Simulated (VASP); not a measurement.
Crystal: Na2B3.

```
CELL_PARAMETERS angstrom
3.17387 0.00000 0.00000
-1.58694 2.74865 0.00000
0.00000 0.00000 11.18610
ATOMIC_POSITIONS crystal
Na 0.66667 0.33333 0.84950
Na 0.33333 0.66667 0.15050
B 0.33333 0.66667 0.65605
B 0.66667 0.33333 0.34395
B 0.00000 0.00000 0.50000
```

| Item | Value |
| --- | --- |
| Program | VASP 6.6.1 |
| Task | relaxation of cell and atoms |
| Functional | PBE |
| Potentials or basis | VASP PAW PBE potentials, release 64 (Na_pv, B) |
| Cutoff | 600 eV |
| k mesh | 6 × 6 × 2 |
| Occupations | gaussian, width 0.1 eV |
| Spin | no spin polarisation |

At the start: pressure -10.9 GPa; volume 19.52 Å³/atom.

Where does the relaxation end?

Over 25 steps the energy falls by 1515.1 meV/atom and the volume is 13.30 Å³/atom (-31.9 %); space group P-3m1 (No. 164, to 0.05 Å).

The path:
```
step  energy change (eV)  largest force (eV/Å)  pressure (GPa)  volume (Å³)
   1              0.0000                2.2350          -10.87        97.59
   2             -1.9104                2.9307           -9.83        79.98
   3             -1.0509                4.8984           82.75        39.28
   4             -2.9722                3.4207            2.77        61.31
   5             -3.0387                3.4678           13.79        54.79
   6             -4.5047                3.6554           18.37        52.44
   7             -4.6891                2.5149           50.58        45.35
   8             -5.8015                1.7596           29.28        48.95
   9             -5.7502                1.4314           35.19        47.73
  10             -6.5903                1.1874           16.71        53.37
  11             -6.6831                0.9780            7.91        57.52
  12             -6.9230                0.9408            5.16        59.34
  13             -7.3726                0.6184           -2.04        64.86
  14             -7.3905                0.6391           -4.39        67.64
  15             -7.4047                0.5614           -3.45        66.50
  16             -7.4991                0.4459           -0.75        65.02
  17             -7.5083                0.5758            0.72        64.37
  18             -7.5450                0.2346            1.10        64.57
  19             -7.5586                0.1451            1.53        64.77
  20             -7.5690                0.1116           -0.33        66.35
  21             -7.5690                0.1108           -0.41        66.40
  22             -7.5730                0.0764           -0.27        66.53
  23             -7.5743                0.0849           -0.17        66.64
  24             -7.5743                0.0941           -0.17        66.65
  25             -7.5753                0.0186            0.22        66.49
```

Final structure:
```
CELL_PARAMETERS angstrom
2.98624 0.00000 0.00000
-1.49312 2.58616 0.00000
0.00000 0.00000 8.60889
ATOMIC_POSITIONS crystal
Na 0.66667 0.33333 0.80929
Na 0.33333 0.66667 0.19071
B 0.33333 0.66667 0.55336
B 0.66667 0.33333 0.44664
B 0.00000 0.00000 0.50000
```

Caveat: the k points lie up to 0.40 Å⁻¹ apart in the final cell; the volume moved by over 15 % at a fixed basis, so the end points are rough.
